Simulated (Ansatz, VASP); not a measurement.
# One calculation of V4O, two programs

Contents of INCAR:

```
  ALGO = Normal
  DIPOL = 0.5 0.5 0.336
  EDIFF = 1E-7
  ENCUT = 520
  GGA = PE
  IDIPOL = 3
  ISIF = 2
  ISMEAR = 0
  LASPH = True
  LCHARG = False
  LDIPOL = True
  LREAL = False
  LWAVE = False
  NBANDS = 37
  NELM = 60
  PREC = Accurate
  SIGMA = 0.1
```

The input KPOINTS:

```
k-points
0
Gamma
  9 9 1
```

Contents of POSCAR:

```
V4O
1.0
    2.9971751491      0.0000000000      0.0000000000
    0.0000000000      2.9971751491      0.0000000000
    0.0000000000      0.0000000000     21.3333819395
V O
4 1
Direct
    0.5000000000      0.5000000000      0.1874995728
    0.0000000000      0.0000000000      0.2577457053
    0.5000000000      0.5000000000      0.3267158760
    0.0000000000      0.0000000000      0.3906263884
    0.3750000000      0.3750000000      0.5195323447
```

Input for Ansatz:

```yaml
crystal:
  lattice:
    - [2.9971751491, 0.0, 0.0]
    - [0.0, 2.9971751491, 0.0]
    - [0.0, 0.0, 21.3333819395]
  atoms:
    - { symbol: V, position: [0.5, 0.5, 0.1874995728] }
    - { symbol: V, position: [0.0, 0.0, 0.2577457053] }
    - { symbol: V, position: [0.5, 0.5, 0.326715876] }
    - { symbol: V, position: [0.0, 0.0, 0.3906263884] }
    - { symbol: O, position: [0.375, 0.375, 0.5195323447] }
basis:
  ecutwfc: 420
kpoints:
  mp_grid: { grid: [9, 9, 1] }
hamiltonian:
  xc: pbe
scf:
  occupations: { method: gaussian, width: 0.1 }
output:
  forces: true
  eigenvalues: true
efield:
  axis: 3
  dipole_correction: true
  ramp_width: 0.04
```

Alike in both runs: task single point; functional PBE; k mesh 9 × 9 × 1; occupations gaussian, width 0.1 eV; no spin polarisation.

|  | VASP | Ansatz |
| --- | --- | --- |
| version | VASP 6.6.1 | Ansatz 0.2.0 |
| potentials or method | VASP PAW PBE potentials, release 64 (V_sv, O), cutoff 520 eV | scalar-relativistic, plane waves, PAW |
| valence electrons in the cell | 58 | 58 |

```tsv
	VASP	Ansatz	Ansatz less VASP
gap on the k mesh at the Fermi level (eV)	none	none	-
rms of the force components (eV/Å)	0.737	0.735	-0.0023
```

Atom by atom the forces differ by 0.007 eV/Å (rms over components). A gap of «none» marks a metal or a gap that the smearing closes.
